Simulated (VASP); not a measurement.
# MoS2 (Amm2) in VASP: a series of runs

Runs on MoS2. Level: PBEsol. Tasks: single point.

All numbers are computed with VASP 6.6.1; they aren't measurements. Logs are shortened: lines on timing, memory, paths and dates and some standing lists are left out, and cuts for length are marked.

### 1 The cell of the first run

It takes space group Amm2 (No. 38, orthorhombic). The conventional cell has a = 12.579 Å, b = 3.141 Å, c = 5.441 Å, α = 90.00°, β = 90.00°, γ = 90.00°. Within 3.2 Å of Mo (site symmetry mm2) lie 6 S at 2.31 to 2.59 Å and 6 Mo at 3.14 Å. Within 2.9 Å of Mo (site symmetry mm2) lie 6 S at 2.21 to 2.50 Å. Within 2.9 Å of S (site symmetry m) lie 3 Mo at 2.21 to 2.50 Å. S (site symmetry m) has 3 Mo at 2.31 to 2.59 Å and 7 S at 3.12 to 3.14 Å within 3.2 Å.

### 2 Single point, PBEsol (all Mo atoms moved -0.250 Å, as atom 1 along Cartesian [0 1 0])

File INCAR:

```
SYSTEM = MoS2
  PREC = Accurate
  ENCUT = 520
  EDIFF = 1E-7
  ISMEAR = 0
  SIGMA = 0.05
  LREAL = .FALSE.
  LASPH = .TRUE.
  NELM = 100
  ALGO = Normal
  ISIF = 2
  LWAVE = .FALSE.
  LCHARG = .FALSE.
  GGA = PS
  NBANDS = 35
```

File KPOINTS:

```
regular mesh
0
G
  12 12 2
  0 0 0
```

File POSCAR:

```
MoS2
1.0
    3.1414322073      0.0000000000      0.0000000000
   -1.5707161036      2.7205600958      0.0000000000
    0.0000000000      0.0000000000     12.5788196111
Mo S
2 4
Direct
    0.2873869122      0.5747738243      0.2500000000
    0.6207202455      0.2414404910      0.7500000000
    0.3333333333      0.6666666667      0.6260538431
    0.6666666667      0.3333333333      0.1260538431
    0.3333333333      0.6666666667      0.8739461569
    0.6666666667      0.3333333333      0.3739461569
```

Potentials or basis: VASP PAW PBE potentials, release 64 (Mo_sv, S).

Launch:

```console
$ cat potpaw_PBE.64/Mo_sv/POTCAR potpaw_PBE.64/S/POTCAR > POTCAR
$ mpirun -np 1 vasp_std > vasp.out
```

OUTCAR:

```text
SYSTEM = MoS2
   PREC = Accurate
   ENCUT = 520
   EDIFF = 1E-7
   ISMEAR = 0
   LREAL = .FALSE.
   LASPH = .TRUE.
   NELM = 100
   ISIF = 2
   GGA = PS

 ion  position               nearest neighbor table
   1  0.287  0.575  0.250-   4 2.31   6 2.31   4 2.31   6 2.31   4 2.59   6 2.59
   2  0.621  0.241  0.750-   3 2.21   5 2.21   3 2.50   5 2.50   3 2.50   5 2.50
   3  0.333  0.667  0.626-   2 2.21   2 2.50   2 2.50
   4  0.667  0.333  0.126-   1 2.31   1 2.31   1 2.59
   5  0.333  0.667  0.874-   2 2.21   2 2.50   2 2.50
   6  0.667  0.333  0.374-   1 2.31   1 2.31   1 2.59

  LATTYP: Found a hexagonal cell.
 ALAT       =     3.1414322073
 C/A-ratio  =     4.0041671381

  Lattice vectors:

 A1 = (   3.1414322073,   0.0000000000,   0.0000000000)
 A2 = (  -1.5707161036,   2.7205600958,   0.0000000000)
 A3 = (   0.0000000000,   0.0000000000,  12.5788196111)

Analysis of symmetry for initial positions (statically):
=====================================================================
 Subroutine PRICEL returns:
 Original cell was already a primitive cell.

 Routine SETGRP: Setting up the symmetry group for a
 hexagonal supercell.

 Subroutine GETGRP returns: Found  4 space group operations
 (whereof  2 operations were pure point group operations)
 out of a pool of 24 trial point group operations.

The static configuration has the point symmetry C_1h.
 The point group associated with its full space group is C_2v.

Analysis of symmetry for dynamics (positions and initial velocities):
=====================================================================
 Subroutine PRICEL returns:
 Original cell was already a primitive cell.

 Routine SETGRP: Setting up the symmetry group for a
 hexagonal supercell.

 Subroutine GETGRP returns: Found  4 space group operations
 (whereof  2 operations were pure point group operations)
 out of a pool of 24 trial point group operations.

The dynamic configuration has the point symmetry C_1h.
 The point group associated with its full space group is C_2v.

 Subroutine INISYM returns: Found  4 space group operations
 (whereof  2 operations are pure point group operations),
 and found     1 'primitive' translations

----------------------------------------------------------------------------------------

                                     Primitive cell

  volume of cell :     107.5043

  direct lattice vectors                    reciprocal lattice vectors
     3.141432207  0.000000000  0.000000000     0.318326144  0.183785685  0.000000000
    -1.570716104  2.720560096  0.000000000     0.000000000  0.367571369  0.000000000
     0.000000000  0.000000000 12.578819611     0.000000000  0.000000000  0.079498715

  length of vectors
     3.141432207  3.141432207 12.578819611     0.367571369  0.367571369  0.079498715

  position of ions in fractional coordinates (direct lattice)
     0.287386912  0.574773824  0.250000000
     0.620720246  0.241440491  0.750000000
     0.333333333  0.666666667  0.626053843
     0.666666667  0.333333333  0.126053843
     0.333333333  0.666666667  0.873946157
     0.666666667  0.333333333  0.373946157

  ion indices of the primitive-cell ions
   primitive index   ion index
                 1           1
                 2           2
                 3           3
                 4           4
                 5           5
                 6           6

----------------------------------------------------------------------------------------

 KPOINTS: regular mesh

Automatic generation of k-mesh.
 Grid dimensions read from file:
 generate k-points for:   12   12    2

 Generating k-lattice:

  Cartesian coordinates                     Fractional coordinates (reciprocal lattice)
     0.026527179  0.015315474  0.000000000     0.083333333  0.000000000  0.000000000
     0.000000000  0.030630947  0.000000000     0.000000000  0.083333333  0.000000000
     0.000000000  0.000000000  0.039749358     0.000000000  0.000000000  0.500000000

  Length of vectors
     0.030630947  0.030630947  0.039749358

  Shift w.r.t. Gamma in fractional coordinates (k-lattice)
     0.000000000  0.000000000  0.000000000

 Subroutine IBZKPT returns following result:
 ===========================================

 Found     86 irreducible k-points:

 Following reciprocal coordinates:
            Coordinates               Weight
  0.000000  0.000000  0.000000      1.000000
  0.083333  0.000000  0.000000      4.000000
  0.000000  0.083333  0.000000      2.000000
  0.166667  0.000000  0.000000      4.000000
  0.000000  0.166667  0.000000      2.000000
  0.250000 -0.000000  0.000000      4.000000
[... 16 lines left out ...]
 -0.083333  0.416667  0.000000      4.000000
 -0.416667  0.333333  0.000000      4.000000
 [... further k-points ...]
   k-points           NKPTS =     86   k-points in BZ     NKDIM =     86   number of bands    NBANDS=     35
   number of dos      NEDOS =    301   number of ions     NIONS =      6
   total plane-waves  NPLWV =  55296
   dimension x,y,z NGX =    24 NGY =   24 NGZ =   96
   dimension x,y,z NGXF=    48 NGYF=   48 NGZF=  192
   ions per type =               2   4
   NGX,Y,Z   is equivalent  to a cutoff of  12.70, 12.70, 12.69 a.u.
   NGXF,Y,Z  is equivalent  to a cutoff of  25.40, 25.40, 25.38 a.u.
 SYSTEM =  MoS2
   PREC   = accura    normal or accurate (medium, high low for compatibility)
   ISTART =      0    job   : 0-new  1-cont  2-samecut
   ICHARG =      2    charge: 1-file 2-atom 10-const
   ISPIN  =      1    spin polarized calculation?
   LNONCOLLINEAR =      F non collinear calculations
   LSORBIT =      F    spin-orbit coupling
   LASPH  =      T    aspherical Exc in radial PAW
   ENCUT  =  520.0 eV  38.22 Ry    6.18 a.u.   5.84  5.84 23.39*2*pi/ulx,y,z
   NELM   =    100;   NELMIN=  2; NELMDL= -5     # of ELM steps
   EDIFF  = 0.1E-06   stopping-criterion for ELM
   LREAL  =      F    real-space projection
   EDIFFG = 0.1E-05   stopping-criterion for IOM
   NSW    =      0    number of steps for IOM
   IBRION =     -1    ionic relax: 0-MD 1-quasi-New 2-CG
   NFREE  =      0    steps in history (QN), initial steepest desc. (CG)
   ISIF   =      2    stress and relaxation
   ISYM   =      2    0-nonsym 1-usesym 2-fastsym
   POTIM  = 0.5000    time-step for ionic-motion
   TEBEG  =    0.0;   TEEND  =   0.0 temperature during run
   PSTRESS=    0.0 pullay stress
   NELECT =      52.0000    total number of electrons
   NUPDOWN=      -1.0000    fix difference up-down
   EMIN   =  10.00;   EMAX   =-10.00  energy-range for DOS
   EFERMI =   0.00;   METHOD = LEGACY
   ISMEAR =     0;   SIGMA  =   0.05  broadening in eV -4-tet -1-fermi 0-gaus
   EFERMI_NEDOS =   21; number of points for ismear=-14 and -15
   IALGO  =     38    algorithm
   IMIX   =      4    mixing-type and parameters
     AMIX     =   0.40;   BMIX     =  1.00
     AMIX_MAG =   1.60;   BMIX_MAG =  1.00
  volume/ion in A,a.u.               =      17.92       120.91
  Fermi-wavevector in a.u.,A,eV,Ry     =   1.285091  2.428470 22.469472  1.651460
  Thomas-Fermi vector in A             =   2.417246
   LORBIT       =      0    0 simple, 1 ext, 2 COOP (PROOUT), +10 PAW based schemes
   GGA     = PS    functional components
   LHFCALC =     F    Hartree Fock is set to
   AEXX    =    0.0000 exact exchange contribution
   IVDW    =     0    specifies the selected vdW correction
   LEPSILON=     F    determine dielectric tensor
   LRPA    =     F    only Hartree local field effects (RPA)
 non-spin polarized calculation
 Gauss-broadening in eV      SIGMA  =   0.05
  energy-cutoff  :      520.00
  volume of cell :      107.50
 maximum number of plane-waves:      2922
   NGX = 11   NGY = 11   NGZ = 47

 number of electron      51.9999998 magnetization

 Free energy of the ion-electron system (eV)
  ---------------------------------------------------
  ext. energy  EPLUGINS =         0.00000000
  ---------------------------------------------------
  free energy    TOTEN  =       -45.63179533 eV

  energy without entropy =      -45.63179533  energy(sigma->0) =      -45.63179533

 E-fermi :   7.4416     XC(G=0): -10.9189

 val. band max:        7.1790835852   @ k =   0.0000   0.0000   0.0000
 cond. band min:       8.2061469401   @ k =   0.1667   0.1667   0.0000
 fundamental gap:      1.0270633549
 Fermi energy:         7.4415969144

 k-point     1 :       0.0000    0.0000    0.0000
  band No.  band energies     occupation
      1     -54.0071      2.00000
      2     -53.9776      2.00000
      3     -28.2710      2.00000
      4     -28.2665      2.00000
      5     -28.0087      2.00000
      6     -27.9595      2.00000
[... 27 lines left out ...]
     34      10.8244      0.00000
     35      13.3307      0.00000

 k-point     2 :       0.0833    0.0000    0.0000
  band No.  band energies     occupation
      1     -54.0041      2.00000
      2     -53.9746      2.00000
      3     -28.2654      2.00000
      4     -28.2604      2.00000
      5     -28.0354      2.00000
      6     -27.9745      2.00000
[... 27 lines left out ...]
     34      10.8117      0.00000
     35      13.8249      0.00000

 k-point     3 :       0.0000    0.0833    0.0000
  band No.  band energies     occupation
      1     -54.0042      2.00000
      2     -53.9745      2.00000
      3     -28.2647      2.00000
      4     -28.2612      2.00000
      5     -28.0152      2.00000
      6     -27.9907      2.00000
[... 27 lines left out ...]
     34      10.9068      0.00000
     35      13.7056      0.00000

 k-point     4 :       0.1667    0.0000    0.0000
  band No.  band energies     occupation
      1     -53.9957      2.00000
      2     -53.9664      2.00000
      3     -28.2500      2.00000
      4     -28.2434      2.00000
      5     -28.1126      2.00000
      6     -28.0325      2.00000
[... 27 lines left out ...]
     34      11.0047      0.00000
     35      14.6531      0.00000

 k-point     5 :       0.0000    0.1667    0.0000
  band No.  band energies     occupation
      1     -53.9962      2.00000
      2     -53.9660      2.00000
      3     -28.2473      2.00000
      4     -28.2467      2.00000
      5     -28.0752      2.00000
      6     -28.0329      2.00000
[... 638 lines left out ...]
 k-point    22 :       0.3333    0.0833    0.0000
  band No.  band energies     occupation
      1     -53.9671      2.00000
      2     -53.9382      2.00000
      3     -28.3574      2.00000
      4     -28.2835      2.00000
      5     -28.1957      2.00000
      6     -28.1868      2.00000
[... 27 lines left out ...]
     34      11.9488      0.00000
     35      13.5793      0.00000

 k-point    23 :      -0.0833    0.4167    0.0000
  band No.  band energies     occupation
      1     -53.9685      2.00000
      2     -53.9370      2.00000
      3     -28.3407      2.00000
      4     -28.2554      2.00000
      5     -28.1960      2.00000
      6     -28.1882      2.00000
[... 27 lines left out ...]
     34      11.6984      0.00000
     35      13.5958      0.00000

 k-point    24 :      -0.4167    0.3333    0.0000
  band No.  band energies     occupation
      1     -53.9667      2.00000
      2     -53.9385      2.00000
      3     -28.3810      2.00000
      4     -28.2605      2.00000
      5     -28.1977      2.00000
      6     -28.1843      2.00000
[... 27 lines left out ...]
     34      12.1348      0.00000
     35      13.6200      0.00000

 [... further k-points ...]
[... 5 lines left out ...]
  --------------------------------------------------------------------------------------
  -------------------------------------------------------------------------------------
  Total        1.9364858      1.6487055      4.5394302      0.0000000      0.0000000      0.0000000
  in kB       28.8601770     24.5712794     67.6528374      0.0000000      0.0000000      0.0000000
  external PRESSURE =      40.3614313 kB  Pullay stress =       0.0000000 kB

 VOLUME and BASIS-vectors are now :
 -----------------------------------------------------------------------------
  energy-cutoff  :      520.00
  volume of cell :      107.50
      direct lattice vectors                 reciprocal lattice vectors
     3.141432207  0.000000000  0.000000000     0.318326144  0.183785685  0.000000000
    -1.570716104  2.720560096  0.000000000     0.000000000  0.367571369  0.000000000
     0.000000000  0.000000000 12.578819611     0.000000000  0.000000000  0.079498715

 POSITION                                       TOTAL-FORCE (eV/Angst)
 -----------------------------------------------------------------------------------
      0.00000      1.56371      3.14470         0.000000      4.652403     -0.000000
      1.57072      0.65685      9.43411         0.000000      5.280626     -0.000000
     -0.00000      1.81371      7.87502        -0.000000     -2.637525     -0.828711
      1.57072      0.90685      1.58561        -0.000000     -2.328990     -0.662282
     -0.00000      1.81371     10.99321        -0.000000     -2.637525      0.828711
      1.57072      0.90685      4.70380        -0.000000     -2.328990      0.662282
 -----------------------------------------------------------------------------------
    total drift:                                0.000001      0.000278      0.000000

  FREE ENERGIE OF THE ION-ELECTRON SYSTEM (eV)
  ---------------------------------------------------
  free  energy   TOTEN  =       -45.6317953305 eV

  energy  without entropy=      -45.6317953305  energy(sigma->0) =      -45.63179533
```

Wall time 3 min (1 thread of AMD EPYC 9R45 (Zen 5), shared host); peak memory 0.36 GiB.

Results:

| Property | Result |
| --- | --- |
| Free energy | -45.6318 eV |
| Pressure | 4.0 GPa |
| Largest force | 5.281 eV/Å |
| Band gap on the k mesh | 1.03 eV (least direct gap 1.06 eV) |

Forces on the atoms (eV/Å):
```
Mo   0.000  4.652  0.000
Mo   0.000  5.281  0.000
S    0.000 -2.638 -0.829
S    0.000 -2.329 -0.662
S    0.000 -2.638  0.829
S    0.000 -2.329  0.662
```

Levels at points of the mesh, in eV from the valence-band top:
```
           k point  band 24  band 25  band 26  band 27  band 28  band 29
(0.00, 0.00, 0.00)    -0.78    -0.60     0.00     1.06     1.10     1.95
(0.50, 0.00, 0.00)    -1.97    -0.50    -0.19     1.72     1.93     2.22
(0.00, 0.50, 0.00)    -1.52    -1.22    -0.76     1.72     2.03     2.28
(0.00, 0.00, 0.50)    -0.67    -0.27    -0.26     1.06     1.09     1.95
(0.50, 0.00, 0.50)    -1.97    -0.44    -0.22     1.72     1.93     2.24
(0.00, 0.50, 0.50)    -1.49    -1.24    -0.75     1.72     2.03     2.42
```

Caveat: the cell differs from its parent crystal (all Mo atoms moved -0.250 Å, as atom 1 along Cartesian [0 1 0]); the cell stands under pressure; the PAW data sets were made with another functional, which shifts forces and pressure a little; this functional lacks dispersion, which binds layers or chains, so the pressure and a relaxed spacing across them are unreliable. A k mesh can miss the band edges.

### 3 Single point, PBEsol (all Mo atoms moved +0.312 Å, as atom 1 along Cartesian [0 1 0])

File INCAR:

```
PREC     = Accurate       # precision mode
ENCUT    = 520            # plane-wave cutoff, eV
EDIFF    = 1E-6           # SCF threshold, eV
ISMEAR   = 0              # smearing method
SIGMA    = 0.05           # smearing width, eV
LREAL    = False          # projectors in reciprocal space
LASPH    = True           # aspherical terms in the spheres
NELM     = 80             # most SCF steps
ALGO     = Normal         # electronic algorithm
ISIF     = 2              # what is computed and relaxed
LWAVE    = False          # write WAVECAR
LCHARG   = False          # write CHGCAR
GGA      = PS             # functional
NBANDS   = 35             # bands
```

File KPOINTS:

```
Automatic mesh
0
Gamma
  12 12 2
```

POSCAR, as its differences from that of step 2:

```diff
@@ -8,4 +8,4 @@
 Direct
-    0.2873869122      0.5747738243      0.2500000000
-    0.6207202455      0.2414404910      0.7500000000
+    0.3907663598      0.7815327196      0.2500000000
+    0.7240996931      0.4481993863      0.7500000000
     0.3333333333      0.6666666667      0.6260538431
```

Potentials or basis: VASP PAW PBE potentials, release 64 (Mo_sv, S).

Launch:

```console
$ cat potpaw_PBE.64/Mo_sv/POTCAR potpaw_PBE.64/S/POTCAR > POTCAR
$ mpirun -np 1 vasp_std > vasp.out
```

Wall time 3.4 min (1 thread of AMD EPYC 9R45 (Zen 5), shared host); peak memory 0.36 GiB.

It converged, with:

```yaml
Free_energy: -44.9438 eV
Pressure: 6.2 GPa
Largest_force: 6.533 eV/Å
Band_gap_on_the_k_mesh: 0.64 eV (least direct gap 0.79 eV)
```

Forces in eV/Å, atoms in the order of the input:
```
Mo   0.000 -6.533  0.000
Mo   0.000 -5.511  0.000
S    0.000  2.760 -0.994
S    0.000  3.262 -1.322
S    0.000  2.760  0.994
S    0.000  3.262  1.322
```

Stress tensor (GPa, compression positive):
```
 4.28  0.00  0.00
 0.00  3.96  0.00
 0.00  0.00 10.50
```

Levels at points of the mesh, in eV from the valence-band top:
```csv
k point,band 23,band 24,band 25,band 26,band 27,band 28,band 29,band 30
"(0.00, 0.00, 0.00)",-1.22,-0.58,-0.36,-0.15,0.64,0.70,1.68,1.73
"(0.50, 0.00, 0.00)",-2.18,-2.14,-0.37,0.00,1.56,1.81,1.82,2.07
"(0.00, 0.50, 0.00)",-1.78,-1.62,-1.29,-0.79,1.61,1.93,2.19,2.35
"(0.00, 0.00, 0.50)",-0.58,-0.56,-0.38,-0.29,0.64,0.70,1.68,1.74
"(0.50, 0.00, 0.50)",-2.19,-2.18,-0.31,-0.04,1.56,1.81,1.82,2.09
"(0.00, 0.50, 0.50)",-1.79,-1.60,-1.31,-0.78,1.61,1.93,2.28,2.42
```

Caveat: the cell differs from its parent crystal (all Mo atoms moved +0.312 Å, as atom 1 along Cartesian [0 1 0]); the stress differs along the axes, from 4 to 11 GPa; semilocal functionals underestimate gaps, and a narrow one can read as zero; the PAW data sets were made with another functional, which shifts forces and pressure a little; this functional lacks dispersion, which binds layers or chains, so the pressure and a relaxed spacing across them are unreliable. A k mesh can miss the band edges.
